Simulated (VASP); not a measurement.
Input of a VASP 6.6.1 run:

The input INCAR:

```
PREC = Accurate
ENCUT = 520
EDIFF = 1E-8
ISMEAR = -1
SIGMA = 0.08
LREAL = False
LASPH = True
NELM = 100
ALGO = Normal
ISIF = 2
LWAVE = False
LCHARG = False
LEFG = True
NBANDS = 32
```

KPOINTS

```
Automatic mesh
0
Gamma
  9 9 9
```

POSCAR

```
Ti3Ag
1.0
    4.1729965509      0.0000000000      0.0000000000
    0.0000000000      4.1729965509      0.0000000000
    0.0000000000      0.0000000000      3.9367891990
Ti Ag
3 1
Direct
    0.0000000000      0.5000000000      0.5000000000
    0.5000000000      0.0000000000      0.5000000000
    0.5000000000      0.5000000000      0.0000000000
    0.0000000000      0.0000000000      0.0000000000
```

Potentials or basis: VASP PAW LDA potentials, release 64 (Ti_sv, Ag).

Launch:

```console
$ cat potpaw_LDA.64/Ti_sv/POTCAR potpaw_LDA.64/Ag/POTCAR > POTCAR
$ mpirun -np 1 vasp_std > vasp.out
```

**Question.** Estimate the pressure.

**Answer.** -8.8 GPa.

**Question.** Predict the band gap on the k mesh.

**Answer.** Zero (an odd number of electrons rules out a gap without spin polarisation).

Stress tensor (GPa, compression positive):
```
-9.55  0.00  0.00
 0.00 -9.55  0.00
 0.00  0.00 -7.40
```

Caveat: the cell stands under tension; without QUAD_EFG the Cq values of the log hold for a quadrupole moment of 1 mb, not for the nuclei.
